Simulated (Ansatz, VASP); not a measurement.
**One calculation of Sb, two programs**

```
CELL_PARAMETERS angstrom
2.15420 1.24373 3.75800
-2.15420 1.24373 3.75800
0.00000 -2.48746 3.75800
ATOMIC_POSITIONS crystal
Sb 0.23349 0.23349 0.23349
Sb 0.76651 0.76651 0.76651
```

Alike in both runs: task relaxation of cell and atoms; functional r2SCAN; dispersion rVV10; k mesh 11 × 11 × 11; occupations fermi-dirac, width 0.1 eV; no spin polarisation.

|  | VASP | Ansatz |
| --- | --- | --- |
| version | VASP 6.6.1 | Ansatz 0.2.0 |
| potentials or method | VASP PAW PBE potentials, release 64 (Sb) | plane waves, PAW |
| plane-wave cutoff (eV) | 600 | 500 |
| valence electrons in the cell | 10 | 30 |

|  | VASP | Ansatz | Ansatz less VASP |
| --- | --- | --- | --- |
| relaxed volume (Å³/atom) | 30.72 | 30.59 | -0.134 |
| relaxed length of the cell vector where the two differ most in proportion (Å) | 4.531 | 4.523 | -0.0076 |

VASP's potentials were made for PBE, not for r2SCAN. VASP's potentials hold 10 valence electrons a cell and Ansatz's 30, so a difference there can come from the potentials and not from the codes.

Neither program's run includes spin-orbit coupling.
